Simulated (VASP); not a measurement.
# CsH (I4/mmm) in VASP: a series of runs

Runs on CsH. Level: r2SCAN. Tasks: single point.

Program: VASP 6.6.1. These are calculated values, not measurements. Logs are shortened: lines on timing, memory, paths and dates and some standing lists are left out, and cuts for length are marked.

## (1) The cell of the first run

Symmetry: I4/mmm, No. 139, tetragonal system. The conventional cell has a = 4.689 Å, b = 4.689 Å, c = 5.866 Å, α = 90.00°, β = 90.00°, γ = 90.00°. Within 3.9 Å of Cs (site symmetry 4/mmm) lie 6 H at 2.93 to 3.32 Å. Within 3.9 Å of H (site symmetry 4/mmm) lie 6 Cs at 2.93 to 3.32 Å.

## (2) Single point, r2SCAN (strain +0.040 along x and y, -0.080 along z)

File POSCAR:

```
CsH
1.0
    0.0000000000      3.3155200000      2.9329600000
    3.3155200000      0.0000000000      2.9329600000
    3.3155200000      3.3155200000      0.0000000000
Cs H
1 1
Direct
    0.0000000000      0.0000000000      0.0000000000
    0.5000000000      0.5000000000      0.5000000000
```

File INCAR.step1:

```
  ALGO = Normal
  EDIFF = 1E-4
  ENCUT = 520
  GGA = PE
  ISMEAR = 0
  LASPH = T
  LCHARG = F
  LREAL = F
  LWAVE = T
  NBANDS = 12
  NELM = 60
  PREC = Accurate
  SIGMA = 0.05
```

File INCAR.step2:

```
  ALGO = Normal
  EDIFF = 1E-6
  ENCUT = 520
  ISIF = 2
  ISMEAR = 0
  ISTART = 1
  LASPH = T
  LCHARG = T
  LELF = T
  LMIXTAU = T
  LREAL = F
  LVHAR = T
  LWAVE = F
  METAGGA = R2SCAN
  NBANDS = 12
  NELM = 60
  PREC = Accurate
  SIGMA = 0.05
```

File KPOINTS:

```
k-points
0
Gamma
  6 6 6
```

Potentials or basis: VASP PAW PBE potentials, release 64 (Cs_sv, H).

On the command line:

```console
cat potpaw_PBE.64/Cs_sv/POTCAR potpaw_PBE.64/H/POTCAR > POTCAR
cp INCAR.step1 INCAR
mpirun -np 1 vasp_std > vasp.out
cp INCAR.step2 INCAR
mpirun -np 1 vasp_std > vasp.out
```

OUTCAR:

```text
EDIFF = 1E-6
   ENCUT = 520
   ISIF = 2
   ISMEAR = 0
   ISTART = 1
   LASPH = T
   LREAL = F
   METAGGA = R2SCAN
   NELM = 60
   PREC = Accurate

 ion  position               nearest neighbor table
   1  0.000  0.000  0.000-
   2  0.500  0.500  0.500-

  LATTYP: Found a body centered tetragonal cell.
 ALAT       =     4.6888533503
 C/A-ratio  =     1.2510350744

  Lattice vectors:

 A1 = (   0.0000000000,  -3.3155200000,  -2.9329600000)
 A2 = (   0.0000000000,   3.3155200000,  -2.9329600000)
 A3 = (   3.3155200000,   0.0000000000,   2.9329600000)

Analysis of symmetry for initial positions (statically):
=====================================================================
 Subroutine PRICEL returns:
 Original cell was already a primitive cell.

 Routine SETGRP: Setting up the symmetry group for a
 body centered tetragonal supercell.

 Subroutine GETGRP returns: Found 16 space group operations
 (whereof 16 operations were pure point group operations)
 out of a pool of 16 trial point group operations.

The static configuration has the point symmetry D_4h.

Analysis of symmetry for dynamics (positions and initial velocities):
=====================================================================
 Subroutine PRICEL returns:
 Original cell was already a primitive cell.

 Routine SETGRP: Setting up the symmetry group for a
 body centered tetragonal supercell.

 Subroutine GETGRP returns: Found 16 space group operations
 (whereof 16 operations were pure point group operations)
 out of a pool of 16 trial point group operations.

The dynamic configuration has the point symmetry D_4h.

 Subroutine INISYM returns: Found 16 space group operations
 (whereof 16 operations are pure point group operations),
 and found     1 'primitive' translations

----------------------------------------------------------------------------------------

                                     Primitive cell

  volume of cell :      64.4821

  direct lattice vectors                    reciprocal lattice vectors
     0.000000000  3.315520000  2.932960000    -0.150805907  0.150805907  0.170476242
     3.315520000  0.000000000  2.932960000     0.150805907 -0.150805907  0.170476242
     3.315520000  3.315520000  0.000000000     0.150805907  0.150805907 -0.170476242

  length of vectors
     4.426615776  4.426615776  4.688853350     0.273032951  0.273032951  0.273032951

  position of ions in fractional coordinates (direct lattice)
     0.000000000  0.000000000  0.000000000
     0.500000000  0.500000000  0.500000000

  ion indices of the primitive-cell ions
   primitive index   ion index
                 1           1
                 2           2

----------------------------------------------------------------------------------------

 KPOINTS: k-points

Automatic generation of k-mesh.
 Grid dimensions read from file:
 generate k-points for:    6    6    6

 Generating k-lattice:

  Cartesian coordinates                     Fractional coordinates (reciprocal lattice)
    -0.025134318  0.025134318  0.028412707     0.166666667  0.000000000  0.000000000
     0.025134318 -0.025134318  0.028412707     0.000000000  0.166666667  0.000000000
     0.025134318  0.025134318 -0.028412707    -0.000000000 -0.000000000  0.166666667

  Length of vectors
     0.045505492  0.045505492  0.045505492

  Shift w.r.t. Gamma in fractional coordinates (k-lattice)
     0.000000000  0.000000000  0.000000000

 Subroutine IBZKPT returns following result:
 ===========================================

 Found     30 irreducible k-points:

 Following reciprocal coordinates:
            Coordinates               Weight
  0.000000  0.000000  0.000000      1.000000
  0.166667  0.000000  0.000000      8.000000
  0.333333  0.000000  0.000000      8.000000
  0.500000  0.000000  0.000000      4.000000
  0.166667  0.166667  0.000000      2.000000
  0.333333  0.166667  0.000000      8.000000
[... 16 lines left out ...]
  0.333333  0.000000  0.333333      4.000000
  0.500000  0.000000  0.333333     16.000000
 [... further k-points ...]
   k-points           NKPTS =     30   k-points in BZ     NKDIM =     30   number of bands    NBANDS=     12
   number of dos      NEDOS =    301   number of ions     NIONS =      2
   total plane-waves  NPLWV =  46656
   dimension x,y,z NGX =    36 NGY =   36 NGZ =   36
   dimension x,y,z NGXF=    72 NGYF=   72 NGZF=   72
   ions per type =               1   1
   NGX,Y,Z   is equivalent  to a cutoff of  13.52, 13.52, 12.76 a.u.
   NGXF,Y,Z  is equivalent  to a cutoff of  27.04, 27.04, 25.53 a.u.
 SYSTEM =  unknown system
   PREC   = accura    normal or accurate (medium, high low for compatibility)
   ISTART =      1    job   : 0-new  1-cont  2-samecut
   ICHARG =      0    charge: 1-file 2-atom 10-const
   ISPIN  =      1    spin polarized calculation?
   LNONCOLLINEAR =      F non collinear calculations
   LSORBIT =      F    spin-orbit coupling
   LASPH  =      T    aspherical Exc in radial PAW
   ENCUT  =  520.0 eV  38.22 Ry    6.18 a.u.   8.23  8.23  8.72*2*pi/ulx,y,z
   NELM   =     60;   NELMIN=  2; NELMDL=  0     # of ELM steps
   EDIFF  = 0.1E-05   stopping-criterion for ELM
   LREAL  =      F    real-space projection
   EDIFFG = 0.1E-04   stopping-criterion for IOM
   NSW    =      0    number of steps for IOM
   IBRION =     -1    ionic relax: 0-MD 1-quasi-New 2-CG
   NFREE  =      0    steps in history (QN), initial steepest desc. (CG)
   ISIF   =      2    stress and relaxation
   ISYM   =      2    0-nonsym 1-usesym 2-fastsym
   POTIM  = 0.5000    time-step for ionic-motion
   TEBEG  =    0.0;   TEEND  =   0.0 temperature during run
   PSTRESS=    0.0 pullay stress
   NELECT =      10.0000    total number of electrons
   NUPDOWN=      -1.0000    fix difference up-down
   EMIN   =  10.00;   EMAX   =-10.00  energy-range for DOS
   EFERMI =   0.00;   METHOD = LEGACY
   ISMEAR =     0;   SIGMA  =   0.05  broadening in eV -4-tet -1-fermi 0-gaus
   EFERMI_NEDOS =   21; number of points for ismear=-14 and -15
   IALGO  =     38    algorithm
   IMIX   =      4    mixing-type and parameters
     AMIX     =   0.40;   BMIX     =  1.00
     AMIX_MAG =   1.60;   BMIX_MAG =  1.00
  volume/ion in A,a.u.               =      32.24       217.57
  Fermi-wavevector in a.u.,A,eV,Ry     =   0.879552  1.662113 10.525634  0.773612
  Thomas-Fermi vector in A             =   1.999792
   LORBIT       =      0    0 simple, 1 ext, 2 COOP (PROOUT), +10 PAW based schemes
   METAGGA = R2SCAN    functional components
   LHFCALC =     F    Hartree Fock is set to
   AEXX    =    0.0000 exact exchange contribution
   IVDW    =     0    specifies the selected vdW correction
   LEPSILON=     F    determine dielectric tensor
   LRPA    =     F    only Hartree local field effects (RPA)
 non-spin polarized calculation
 Gauss-broadening in eV      SIGMA  =   0.05
  energy-cutoff  :      520.00
  volume of cell :       64.48
 maximum number of plane-waves:      1762
 NGX is ok and might be reduce to    36
   NGX = 17   NGY = 17   NGZ = 17

 number of electron       9.9999999 magnetization

 Free energy of the ion-electron system (eV)
  ---------------------------------------------------
  ext. energy  EPLUGINS =         0.00000000
  ---------------------------------------------------
  free energy    TOTEN  =       -28.93424742 eV

  energy without entropy =      -28.93424742  energy(sigma->0) =      -28.93424742

 E-fermi :   0.3135     XC(G=0):  -7.5615

 val. band max:       -0.0055081035   @ k =   0.5000   0.0000   0.0000
 cond. band min:       2.5619222688   @ k =   0.5000   0.0000   0.0000
 fundamental gap:      2.5674303724
 Fermi energy:         0.3134675611

 k-point     1 :       0.0000    0.0000    0.0000
  band No.  band energies     occupation
      1     -22.1374      2.00000
      2      -8.2604      2.00000
      3      -8.2604      2.00000
      4      -8.1384      2.00000
      5      -1.7387      2.00000
      6       5.4990      0.00000
      7       5.4990      0.00000
      8       5.6537      0.00000
      9       6.0343      0.00000
     10       6.8354      0.00000
     11       9.0143      0.00000
     12       9.2506      0.00000

 k-point     2 :       0.1667    0.0000    0.0000
  band No.  band energies     occupation
      1     -22.1165      2.00000
      2      -8.4633      2.00000
      3      -8.2999      2.00000
      4      -8.1888      2.00000
      5      -1.3271      2.00000
      6       4.6161      0.00000
      7       5.5124      0.00000
      8       5.7519      0.00000
      9       6.1398      0.00000
     10       6.7142      0.00000
     11       8.0173      0.00000
     12      10.2992      0.00000

 k-point     3 :       0.3333    0.0000    0.0000
  band No.  band energies     occupation
      1     -22.0740      2.00000
      2      -8.8852      2.00000
      3      -8.3770      2.00000
      4      -8.2172      2.00000
      5      -0.4892      2.00000
      6       3.2131      0.00000
      7       4.9989      0.00000
      8       5.9823      0.00000
      9       6.6348      0.00000
     10       7.8664      0.00000
     11       7.8827      0.00000
     12      11.8845      0.00000
[... 286 lines left out ...]
 k-point    23 :       0.3333    0.0000    0.3333
  band No.  band energies     occupation
      1     -22.0627      2.00000
      2      -8.8392      2.00000
      3      -8.3761      2.00000
      4      -8.3624      2.00000
      5      -1.1312      2.00000
      6       3.9315      0.00000
      7       4.7260      0.00000
      8       7.0800      0.00000
      9       7.3622      0.00000
     10       7.5948      0.00000
     11       9.6759      0.00000
     12      10.5990      0.00000

 k-point    24 :       0.5000    0.0000    0.3333
  band No.  band energies     occupation
      1     -22.0414      2.00000
      2      -8.9166      2.00000
      3      -8.5258      2.00000
      4      -8.3870      2.00000
      5      -0.9722      2.00000
      6       3.8301      0.00000
      7       4.9309      0.00000
      8       6.8455      0.00000
      9       8.0252      0.00000
     10       8.6712      0.00000
     11       9.2970      0.00000
     12      10.0676      0.00000

 [... further k-points ...]

------------------------ aborting loop because EDIFF is reached ----------------------------------------

  FORCE on cell =-STRESS in cart. coord.  units (eV):
  Direction    XX          YY          ZZ          XY          YZ          ZX
  --------------------------------------------------------------------------------------
  -------------------------------------------------------------------------------------
  Total       -0.2711894     -0.2711894      1.1531994      0.0000000      0.0000000     -0.0000000
  in kB       -6.7381982     -6.7381982     28.6533594      0.0000000      0.0000000     -0.0000000
  external PRESSURE =       5.0589877 kB  Pullay stress =       0.0000000 kB

 VOLUME and BASIS-vectors are now :
 -----------------------------------------------------------------------------
  energy-cutoff  :      520.00
  volume of cell :       64.48
      direct lattice vectors                 reciprocal lattice vectors
     0.000000000  3.315520000  2.932960000    -0.150805907  0.150805907  0.170476242
     3.315520000  0.000000000  2.932960000     0.150805907 -0.150805907  0.170476242
     3.315520000  3.315520000  0.000000000     0.150805907  0.150805907 -0.170476242

 POSITION                                       TOTAL-FORCE (eV/Angst)
 -----------------------------------------------------------------------------------
      0.00000      0.00000      0.00000        -0.000000     -0.000000      0.000000
      3.31552      3.31552      2.93296         0.000000      0.000000      0.000000
 -----------------------------------------------------------------------------------
    total drift:                               -0.000000      0.000000      0.000000

  FREE ENERGIE OF THE ION-ELECTRON SYSTEM (eV)
  ---------------------------------------------------
  free  energy   TOTEN  =       -28.9342474220 eV

  energy  without entropy=      -28.9342474220  energy(sigma->0) =      -28.93424742
```

Run time: 72 s. Hardware: 1 thread of AMD EPYC 9R45 (Zen 5), shared host; peak memory 0.19 GiB.

What came out:

| Item | Value |
| --- | --- |
| Free energy | -28.9342 eV |
| Pressure | 0.5 GPa |
| Band gap on the k mesh | 2.57 eV, direct |

Stress tensor (GPa, compression positive):
```
-0.67  0.00  0.00
 0.00 -0.67  0.00
 0.00  0.00  2.87
```

Caveat: the cell differs from its parent crystal (strain +0.040 along x and y, -0.080 along z); the PAW data sets were made with another functional, which shifts forces and pressure a little; spin-orbit coupling is left out, which moves the levels of the heavy elements. A k mesh can miss the band edges.

## (3) Single point, r2SCAN (strain +0.080 along x and y, -0.080 along z)

File POSCAR:

```
CsH
1.0
    0.0000000000      3.4430400000      2.9329600000
    3.4430400000      0.0000000000      2.9329600000
    3.4430400000      3.4430400000      0.0000000000
Cs H
1 1
Direct
    0.0000000000      0.0000000000      0.0000000000
    0.5000000000      0.5000000000      0.5000000000
```

File INCAR.step1:

```
  PREC = Accurate
  ENCUT = 520
  ISMEAR = 0
  SIGMA = 0.05
  LREAL = False
  LASPH = True
  NELM = 60
  NBANDS = 12
  GGA = PE
  ALGO = Normal
  EDIFF = 1E-4
  LWAVE = True
  LCHARG = False
```

File INCAR.step2:

```
  PREC = Accurate
  ENCUT = 520
  EDIFF = 1E-7
  ISMEAR = 0
  SIGMA = 0.05
  LREAL = False
  LASPH = True
  NELM = 60
  ALGO = Normal
  ISIF = 2
  LWAVE = False
  LCHARG = False
  METAGGA = R2SCAN
  LMIXTAU = True
  NBANDS = 12
  ISTART = 1
```

File KPOINTS:

```
regular mesh
0
Gamma
  6 6 6
```

Potentials or basis: VASP PAW PBE potentials, release 64 (Cs_sv, H).

On the command line:

```console
cat potpaw_PBE.64/Cs_sv/POTCAR potpaw_PBE.64/H/POTCAR > POTCAR
cp INCAR.step1 INCAR
mpirun -np 1 vasp_std > vasp.out
cp INCAR.step2 INCAR
mpirun -np 1 vasp_std > vasp.out
```

It took 74 s on 1 thread of AMD EPYC 9R45 (Zen 5), shared host; peak memory 0.19 GiB.

It converged, with:

```yaml
Free_energy: -28.9049 eV
Pressure: 0.0 GPa
Band_gap_on_the_k_mesh: 2.61 eV, direct
```

Stress tensor (GPa, compression positive):
```
-1.20  0.00  0.00
 0.00 -1.20  0.00
 0.00  0.00  2.46
```

Levels at points of the mesh, in eV from the valence-band top:
| k point | band 2 | band 3 | band 4 | band 5 | band 6 | band 7 | band 8 | band 9 |
| --- | --- | --- | --- | --- | --- | --- | --- | --- |
| (0.00, 0.00, 0.00) | -8.34 | -8.34 | -8.19 | -1.62 | 5.20 | 5.47 | 5.47 | 6.11 |
| (0.50, 0.00, 0.00) | -8.99 | -8.48 | -8.28 | 0.00 | 2.61 | 4.65 | 5.87 | 7.28 |
| (0.50, 0.50, 0.00) | -8.74 | -8.67 | -8.67 | -1.11 | 3.21 | 6.69 | 8.01 | 8.01 |
| (0.50, 0.00, 0.50) | -8.94 | -8.44 | -8.43 | -1.12 | 3.79 | 5.23 | 7.28 | 8.22 |

Caveat: the cell differs from its parent crystal (strain +0.080 along x and y, -0.080 along z); the PAW data sets were made with another functional, which shifts forces and pressure a little; spin-orbit coupling is left out, which moves the levels of the heavy elements.

## (4) Single point, r2SCAN (strain +0.000 along x and y, +0.080 along z)

File POSCAR:

```
CsH
1.0
    0.0000000000      3.1880000000      3.4430400000
    3.1880000000      0.0000000000      3.4430400000
    3.1880000000      3.1880000000      0.0000000000
Cs H
1 1
Direct
    0.0000000000      0.0000000000      0.0000000000
    0.5000000000      0.5000000000      0.5000000000
```

File INCAR.step1:

```
ALGO     = Normal         # electronic algorithm
EDIFF    = 1E-4           # SCF threshold, eV
ENCUT    = 520            # plane-wave cutoff, eV
GGA      = PE             # functional
ISMEAR   = 0              # smearing method
LASPH    = True           # aspherical terms in the spheres
LCHARG   = False          # write CHGCAR
LREAL    = False          # projectors in reciprocal space
LWAVE    = True           # write WAVECAR
NBANDS   = 12             # bands
NELM     = 100            # most SCF steps
PREC     = Accurate       # precision mode
SIGMA    = 0.05           # smearing width, eV
```

File INCAR.step2:

```
ALGO     = Normal         # electronic algorithm
EDIFF    = 1E-6           # SCF threshold, eV
ENCUT    = 520            # plane-wave cutoff, eV
ISIF     = 2              # what is computed and relaxed
ISMEAR   = 0              # smearing method
ISTART   = 1            
LASPH    = True           # aspherical terms in the spheres
LCHARG   = False          # write CHGCAR
LMIXTAU  = True         
LREAL    = False          # projectors in reciprocal space
LWAVE    = False          # write WAVECAR
METAGGA  = R2SCAN         # meta-GGA
NBANDS   = 12             # bands
NELM     = 100            # most SCF steps
PREC     = Accurate       # precision mode
SIGMA    = 0.05           # smearing width, eV
```

File KPOINTS:

```
k-points
0
Gamma
  6 6 6
```

On the command line:

```console
cat potpaw_PBE.64/Cs_sv/POTCAR potpaw_PBE.64/H/POTCAR > POTCAR
cp INCAR.step1 INCAR
mpirun -np 1 vasp_std > vasp.out
cp INCAR.step2 INCAR
mpirun -np 1 vasp_std > vasp.out
```

Wall time 70 s (1 thread of AMD EPYC 9R45 (Zen 5), shared host); peak memory 0.19 GiB.

The run converged. Its results:

- Free energy: -28.9669 eV
- Pressure: -0.5 GPa
- Band gap on the k mesh: 2.72 eV, direct

Stress tensor (GPa, compression positive):
```
-0.13  0.00  0.00
 0.00 -0.13  0.00
 0.00  0.00 -1.24
```

Levels at points of the mesh, in eV from the valence-band top:
```
           k point  band 1  band 2  band 3  band 4  band 5  band 6  band 7  band 8  band 9  band 10
(0.00, 0.00, 0.00)  -22.07   -8.29   -8.20   -8.20   -1.52    5.45    5.69    5.81    5.81     7.43
(0.50, 0.00, 0.00)  -22.02   -8.90   -8.37   -8.24    0.00    2.72    5.02    5.53    7.46     8.43
(0.50, 0.50, 0.00)  -22.01   -8.84   -8.37   -8.37   -0.98    3.77    5.32    8.34    8.89     8.94
(0.50, 0.00, 0.50)  -21.99   -8.78   -8.49   -8.48   -0.98    3.57    5.98    7.88    8.17     8.67
```

Caveat: the cell differs from its parent crystal (strain +0.000 along x and y, +0.080 along z); the PAW data sets were made with another functional, which shifts forces and pressure a little; spin-orbit coupling is left out, which moves the levels of the heavy elements. A k mesh can miss the band edges.

(Continued in part 2 of 2.)
